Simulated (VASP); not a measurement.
# Zn (Fd-3m) in VASP: a series of runs

Runs on Zn. Level: PBE. Tasks: single point.

Program: VASP 6.6.1. These are calculated values, not measurements. Logs are shortened: lines on timing, memory, paths and dates and some standing lists are left out, and cuts for length are marked.

## Step 1: The cell of the first run

It takes space group Fd-3m (No. 227, cubic). The conventional cell has a = 5.050 Å, b = 5.050 Å, c = 5.050 Å, α = 90.00°, β = 90.00°, γ = 90.00°. Within 2.9 Å of Zn (site symmetry -43m) lie 4 Zn at 2.19 Å.

## Step 2: Single point, PBE (volume scaled by 0.65)

Contents of INCAR:

```
PREC = Accurate
ENCUT = 520
EDIFF = 1E-6
ISMEAR = -1
SIGMA = 0.05
LREAL = F
LASPH = T
NELM = 80
ALGO = Normal
ISIF = 2
LWAVE = F
LCHARG = F
GGA = PE
NBANDS = 19
```

Contents of KPOINTS:

```
Automatic mesh
0
Gamma
  12 12 12
```

Contents of POSCAR:

```
Zn
1.0
    0.0000000000      2.5252092725      2.5252092725
    2.5252092725      0.0000000000      2.5252092725
    2.5252092725      2.5252092725      0.0000000000
Zn
2
Direct
   -0.1250000000     -0.1250000000     -0.1250000000
    0.1250000000      0.1250000000      0.1250000000
```

Potentials or basis: VASP PAW PBE potentials, release 64 (Zn).

The run is started by

```console
$ cat potpaw_PBE.64/Zn/POTCAR > POTCAR
$ mpirun -np 1 vasp_std > vasp.out
```

OUTCAR:

```text
PREC = Accurate
   ENCUT = 520
   EDIFF = 1E-6
   ISMEAR = -1
   LREAL = F
   LASPH = T
   NELM = 80
   ISIF = 2
   GGA = PE

 ion  position               nearest neighbor table
   1  0.875  0.875  0.875-   2 2.19   2 2.19   2 2.19   2 2.19
   2  0.125  0.125  0.125-   1 2.19   1 2.19   1 2.19   1 2.19

  LATTYP: Found a face centered cubic cell.
 ALAT       =     5.0504185450

  Lattice vectors:

 A1 = (   0.0000000000,   2.5252092725,   2.5252092725)
 A2 = (   2.5252092725,   0.0000000000,   2.5252092725)
 A3 = (   2.5252092725,   2.5252092725,   0.0000000000)

Analysis of symmetry for initial positions (statically):
=====================================================================
 Subroutine PRICEL returns:
 Original cell was already a primitive cell.

 Routine SETGRP: Setting up the symmetry group for a
 face centered cubic supercell.

 Subroutine GETGRP returns: Found 48 space group operations
 (whereof 12 operations were pure point group operations)
 out of a pool of 48 trial point group operations.

The static configuration has the point symmetry D_3d.
 The point group associated with its full space group is O_h .

Analysis of symmetry for dynamics (positions and initial velocities):
=====================================================================
 Subroutine PRICEL returns:
 Original cell was already a primitive cell.

 Routine SETGRP: Setting up the symmetry group for a
 face centered cubic supercell.

 Subroutine GETGRP returns: Found 48 space group operations
 (whereof 12 operations were pure point group operations)
 out of a pool of 48 trial point group operations.

The dynamic configuration has the point symmetry D_3d.
 The point group associated with its full space group is O_h .

 Subroutine INISYM returns: Found 48 space group operations
 (whereof 12 operations are pure point group operations),
 and found     1 'primitive' translations

----------------------------------------------------------------------------------------

                                     Primitive cell

  volume of cell :      32.2049

  direct lattice vectors                    reciprocal lattice vectors
     0.000000000  2.525209273  2.525209273    -0.198003391  0.198003391  0.198003391
[... 74 lines left out ...]
   NGX,Y,Z   is equivalent  to a cutoff of  13.03, 13.03, 13.03 a.u.
   NGXF,Y,Z  is equivalent  to a cutoff of  26.07, 26.07, 26.07 a.u.
 SYSTEM =  unknown system
   PREC   = accura    normal or accurate (medium, high low for compatibility)
   ISTART =      0    job   : 0-new  1-cont  2-samecut
   ICHARG =      2    charge: 1-file 2-atom 10-const
   ISPIN  =      1    spin polarized calculation?
   LNONCOLLINEAR =      F non collinear calculations
   LSORBIT =      F    spin-orbit coupling
   LASPH  =      T    aspherical Exc in radial PAW
   ENCUT  =  520.0 eV  38.22 Ry    6.18 a.u.   6.64  6.64  6.64*2*pi/ulx,y,z
   NELM   =     80;   NELMIN=  2; NELMDL= -5     # of ELM steps
   EDIFF  = 0.1E-05   stopping-criterion for ELM
   LREAL  =      F    real-space projection
   EDIFFG = 0.1E-04   stopping-criterion for IOM
   NSW    =      0    number of steps for IOM
   IBRION =     -1    ionic relax: 0-MD 1-quasi-New 2-CG
   NFREE  =      0    steps in history (QN), initial steepest desc. (CG)
   ISIF   =      2    stress and relaxation
   ISYM   =      2    0-nonsym 1-usesym 2-fastsym
   POTIM  = 0.5000    time-step for ionic-motion
   TEBEG  =    0.0;   TEEND  =   0.0 temperature during run
   PSTRESS=    0.0 pullay stress
   NELECT =      24.0000    total number of electrons
   NUPDOWN=      -1.0000    fix difference up-down
   EMIN   =  10.00;   EMAX   =-10.00  energy-range for DOS
   EFERMI =   0.00;   METHOD = LEGACY
   ISMEAR =    -1;   SIGMA  =   0.05  broadening in eV -4-tet -1-fermi 0-gaus
   EFERMI_NEDOS =   21; number of points for ismear=-14 and -15
   IALGO  =     38    algorithm
   IMIX   =      4    mixing-type and parameters
     AMIX     =   0.40;   BMIX     =  1.00
     AMIX_MAG =   1.60;   BMIX_MAG =  1.00
  volume/ion in A,a.u.               =      16.10       108.66
  Fermi-wavevector in a.u.,A,eV,Ry     =   1.484241  2.804810 29.973260  2.202972
  Thomas-Fermi vector in A             =   2.597803
   LORBIT       =      0    0 simple, 1 ext, 2 COOP (PROOUT), +10 PAW based schemes
   GGA     = PE    functional components
   LHFCALC =     F    Hartree Fock is set to
   AEXX    =    0.0000 exact exchange contribution
   IVDW    =     0    specifies the selected vdW correction
   LEPSILON=     F    determine dielectric tensor
   LRPA    =     F    only Hartree local field effects (RPA)
 non-spin polarized calculation
  energy-cutoff  :      520.00
  volume of cell :       32.20
 maximum number of plane-waves:       893
   NGX = 13   NGY = 13   NGZ = 13

 number of electron      24.0000029 magnetization

 Free energy of the ion-electron system (eV)
  ---------------------------------------------------
  ext. energy  EPLUGINS =         0.00000000
  ---------------------------------------------------
  free energy    TOTEN  =        -0.06581827 eV

  energy without entropy =       -0.05814209  energy(sigma->0) =       -0.06198018

 E-fermi :   2.3862     XC(G=0): -10.9903

 val. band max:        2.3673619296   @ k =   0.5000   0.3333   0.0000
 cond. band min:       2.3983661038   @ k =  -0.4167   0.3333   0.1667
 fundamental gap:      0.0310041743
 Fermi energy:         2.3861758839

 k-point     1 :       0.0000    0.0000    0.0000
  band No.  band energies     occupation
      1      -7.5075      2.00000
      2      -6.2513      2.00000
      3      -6.2513      2.00000
      4      -6.2513      2.00000
      5      -6.2117      2.00000
      6      -6.2117      2.00000
[... 505 lines left out ...]
      6      -5.8567      2.00000
[... 11 lines left out ...]
     18      16.6309      0.00000
     19      18.3585      0.00000

 [... further k-points ...]
[... 5 lines left out ...]
  --------------------------------------------------------------------------------------
  -------------------------------------------------------------------------------------
  Total        6.9200612      6.9200612      6.9200612      0.0000000      0.0000000     -0.0000000
  in kB      344.2693805    344.2693805    344.2693805      0.0000000      0.0000000     -0.0000000
  external PRESSURE =     344.2693805 kB  Pullay stress =       0.0000000 kB

 VOLUME and BASIS-vectors are now :
 -----------------------------------------------------------------------------
  energy-cutoff  :      520.00
  volume of cell :       32.20
      direct lattice vectors                 reciprocal lattice vectors
     0.000000000  2.525209273  2.525209273    -0.198003391  0.198003391  0.198003391
     2.525209273  0.000000000  2.525209273     0.198003391 -0.198003391  0.198003391
     2.525209273  2.525209273  0.000000000     0.198003391  0.198003391 -0.198003391

 POSITION                                       TOTAL-FORCE (eV/Angst)
 -----------------------------------------------------------------------------------
      4.41912      4.41912      4.41912        -0.000000     -0.000000     -0.000000
      0.63130      0.63130      0.63130         0.000000      0.000000      0.000000
 -----------------------------------------------------------------------------------
    total drift:                                0.000000      0.000000     -0.000000

  FREE ENERGIE OF THE ION-ELECTRON SYSTEM (eV)
  ---------------------------------------------------
  free  energy   TOTEN  =        -0.0658182674 eV

  energy  without entropy=       -0.0581420861  energy(sigma->0) =       -0.06198018
```

OSZICAR:

```text
N       E                     dE             d eps       ncg     rms          rms(c)
DAV:   1     0.117290741470E+03    0.11729E+03   -0.12308E+04  2840   0.196E+03
DAV:   2     0.569611792647E+01   -0.11159E+03   -0.10817E+03  2742   0.299E+02
DAV:   3    -0.270623661841E+00   -0.59667E+01   -0.59431E+01  3029   0.749E+01
DAV:   4    -0.312915613039E+00   -0.42292E-01   -0.42283E-01  2974   0.667E+00
DAV:   5    -0.312975351700E+00   -0.59739E-04   -0.59738E-04  3047   0.228E-01    0.566E+00
DAV:   6    -0.905430995467E-01    0.22243E+00   -0.74521E-01  3296   0.187E+01    0.368E+00
DAV:   7    -0.727076523053E-01    0.17835E-01   -0.32377E-02  2962   0.287E+00    0.178E+00
DAV:   8    -0.658145227376E-01    0.68931E-02   -0.28094E-03  3345   0.641E-01    0.638E-02
DAV:   9    -0.658206781841E-01   -0.61554E-05   -0.24936E-04  3516   0.156E-01    0.468E-02
DAV:  10    -0.658200145763E-01    0.66361E-06   -0.24076E-05  2891   0.390E-02    0.623E-03
DAV:  11    -0.658187299578E-01    0.12846E-05   -0.57455E-07  1741   0.168E-02    0.220E-03
DAV:  12    -0.658182674483E-01    0.46251E-06   -0.13376E-07  1557   0.451E-03
   1 F= -.65818267E-01 E0= -.61980177E-01  d E =-.767618E-02
```

Run time: 20 s. Hardware: 1 thread of AMD EPYC 9R45 (Zen 5), shared host; peak memory 0.14 GiB.

What came out:

```yaml
Free_energy: -0.0658 eV
Pressure: 34.4 GPa
Band_gap_on_the_k_mesh: zero (band 12 reaches 9.98 eV, above the bottom of band 13 at 1.03 eV)
```

## Step 3: Single point, PBE (volume scaled by 0.65)

Contents of INCAR:

```
SYSTEM = Zn
  ALGO = Normal
  EDIFF = 1E-6
  ENCUT = 520
  GGA = PE
  ISIF = 2
  ISMEAR = -1
  LASPH = .True.
  LCHARG = .False.
  LREAL = .False.
  LWAVE = .False.
  NBANDS = 19
  NELM = 80
  PREC = Accurate
  SIGMA = 0.05
```

Contents of KPOINTS:

```
k-points
0
Gamma
  12 12 12
  0 0 0
```

POSCAR is that of step 2.

Potentials or basis: VASP PAW PBE potentials, release 64 (Zn).

The run is started by

```console
$ cat potpaw_PBE.64/Zn/POTCAR > POTCAR
$ mpirun -np 1 vasp_std > vasp.out
```

Run time: 20 s. Hardware: 1 thread of AMD EPYC 9R45 (Zen 5), shared host; peak memory 0.14 GiB.

The run converged. Its results:

```
Free energy            : -0.0658 eV
Pressure               : 34.4 GPa
Band gap on the k mesh : zero (band 12 reaches 9.98 eV, above the bottom of band 13 at 1.03 eV)
```

Levels at points of the mesh, in eV from the Fermi level:
```csv
k point,band 9,band 10,band 11,band 12,band 13,band 14,band 15,band 16
"(0.00, 0.00, 0.00)",-7.49,-6.98,-6.98,7.59,7.59,7.59,8.78,8.78
"(0.50, 0.00, 0.00)",-7.02,-7.02,-4.88,-4.42,4.78,4.78,9.40,9.40
"(0.50, 0.50, 0.00)",-6.94,-6.94,-3.42,-3.42,1.29,1.29,5.72,5.72
```

## Step 4: Single point, PBE (volume scaled by 0.75)

Contents of INCAR:

```
  PREC = Accurate
  ENCUT = 520
  EDIFF = 1E-6
  ISMEAR = -1
  SIGMA = 0.05
  LREAL = F
  LASPH = T
  NELM = 60
  ALGO = Normal
  ISIF = 2
  LWAVE = F
  LCHARG = F
  GGA = PE
  NBANDS = 19
```

Contents of KPOINTS:

```
Automatic mesh
0
Gamma
  12 12 12
```

Contents of POSCAR:

```
Zn
1.0
    0.0000000000      2.6485815187      2.6485815187
    2.6485815187      0.0000000000      2.6485815187
    2.6485815187      2.6485815187      0.0000000000
Zn
2
Direct
   -0.1250000000     -0.1250000000     -0.1250000000
    0.1250000000      0.1250000000      0.1250000000
```

The run is started by

```console
$ cat potpaw_PBE.64/Zn/POTCAR > POTCAR
$ mpirun -np 1 vasp_std > vasp.out
```

Run time: 20 s. Hardware: 1 thread of AMD EPYC 9R45 (Zen 5), shared host; peak memory 0.15 GiB.

Results (log left out):

| Quantity | Value |
| --- | --- |
| Free energy | -0.8119 eV |
| Pressure | 16.0 GPa |
| Band gap on the k mesh | zero (band 12 reaches 8.22 eV, above the bottom of band 13 at 0.43 eV) |

Levels at points of the mesh, in eV from the Fermi level:
| k point | band 10 | band 11 | band 12 | band 13 | band 14 | band 15 |
| --- | --- | --- | --- | --- | --- | --- |
| (0.00, 0.00, 0.00) | -6.84 | -6.84 | 6.70 | 6.70 | 6.70 | 8.03 |
| (0.50, 0.00, 0.00) | -6.86 | -4.79 | -3.84 | 4.27 | 4.27 | 8.01 |
| (0.50, 0.50, 0.00) | -6.79 | -3.29 | -3.29 | 1.29 | 1.29 | 5.23 |

## Step 5: Single point, PBE (volume scaled by 0.75)

Contents of INCAR:

```
SYSTEM = Zn
PREC = Accurate
ENCUT = 520
EDIFF = 1E-7
ISMEAR = -1
SIGMA = 0.05
LREAL = .False.
LASPH = .True.
NELM = 100
ALGO = Normal
ISIF = 2
LWAVE = .False.
LCHARG = .False.
GGA = PE
NBANDS = 19
```

Contents of KPOINTS:

```
regular mesh
0
Gamma
  12 12 12
  0 0 0
```

POSCAR is that of step 4.

The run is started by

```console
$ cat potpaw_PBE.64/Zn/POTCAR > POTCAR
$ mpirun -np 1 vasp_std > vasp.out
```

Wall time 23 s (1 thread of AMD EPYC 9R45 (Zen 5), shared host); peak memory 0.15 GiB.

The run converged. Its results:

```
Free energy            : -0.8119 eV
Pressure               : 16.0 GPa
Band gap on the k mesh : zero (band 12 reaches 8.22 eV, above the bottom of band 13 at 0.43 eV)
```

Levels at points of the mesh, in eV from the Fermi level:
| k point | band 9 | band 10 | band 11 | band 12 | band 13 | band 14 | band 15 | band 16 |
| --- | --- | --- | --- | --- | --- | --- | --- | --- |
| (0.00, 0.00, 0.00) | -7.21 | -6.84 | -6.84 | 6.70 | 6.70 | 6.70 | 8.03 | 8.03 |
| (0.50, 0.00, 0.00) | -6.86 | -6.86 | -4.79 | -3.84 | 4.27 | 4.27 | 8.01 | 8.71 |
| (0.50, 0.50, 0.00) | -6.79 | -6.79 | -3.29 | -3.29 | 1.29 | 1.29 | 5.23 | 5.23 |

## Step 6: Single point, PBE (volume scaled by 0.85)

Contents of INCAR:

```
PREC = Accurate
ENCUT = 520
EDIFF = 1E-7
ISMEAR = -1
SIGMA = 0.05
LREAL = False
LASPH = True
NELM = 80
ALGO = Normal
ISIF = 2
LWAVE = False
LCHARG = False
GGA = PE
NBANDS = 19
```

Contents of KPOINTS:

```
Automatic mesh
0
Gamma
  12 12 12
```

Contents of POSCAR:

```
Zn
1.0
    0.0000000000      2.7614206301      2.7614206301
    2.7614206301      0.0000000000      2.7614206301
    2.7614206301      2.7614206301      0.0000000000
Zn
2
Direct
   -0.1250000000     -0.1250000000     -0.1250000000
    0.1250000000      0.1250000000      0.1250000000
```

Potentials or basis: VASP PAW PBE potentials, release 64 (Zn).

The run is started by

```console
$ cat potpaw_PBE.64/Zn/POTCAR > POTCAR
$ mpirun -np 1 vasp_std > vasp.out
```

Run time: 27 s. Hardware: 1 thread of AMD EPYC 9R45 (Zen 5), shared host; peak memory 0.16 GiB.

Results (log left out):

| Property | Result |
| --- | --- |
| Free energy | -1.1469 eV |
| Pressure | 6.7 GPa |
| Band gap on the k mesh | zero (band 12 reaches 6.90 eV, above the bottom of band 13 at 0.03 eV) |

Levels at points of the mesh, in eV from the Fermi level:
| k point | band 8 | band 9 | band 10 | band 11 | band 12 | band 13 | band 14 | band 15 | band 16 | band 17 |
| --- | --- | --- | --- | --- | --- | --- | --- | --- | --- | --- |
| (0.00, 0.00, 0.00) | -7.05 | -7.05 | -6.77 | -6.77 | 5.99 | 5.99 | 5.99 | 7.41 | 7.41 | 7.41 |
| (0.50, 0.00, 0.00) | -7.00 | -6.78 | -6.78 | -4.72 | -3.42 | 3.86 | 3.86 | 6.90 | 8.13 | 8.13 |
| (0.50, 0.50, 0.00) | -7.19 | -6.72 | -6.72 | -3.21 | -3.21 | 1.26 | 1.26 | 4.82 | 4.82 | 16.31 |

## Step 7: Overview

| cell | gap on the mesh (eV) | pressure (GPa) |
| --- | --- | --- |
| a = 3.571 Å, angles 60.0°, 2 atoms | none | 34.4 |
| a = 3.746 Å, angles 60.0°, 2 atoms | none | 16.0 |
| a = 3.905 Å, angles 60.0°, 2 atoms | none | 6.7 |

Alike in all rows: task single point; level PBE; potentials or basis VASP PAW PBE potentials, release 64 (Zn); no spin polarisation; k mesh 12 × 12 × 12; cutoff (eV) 520; smearing fermi-dirac 0.05 eV.

Absolute energies hang on the potentials; compare differences alone.
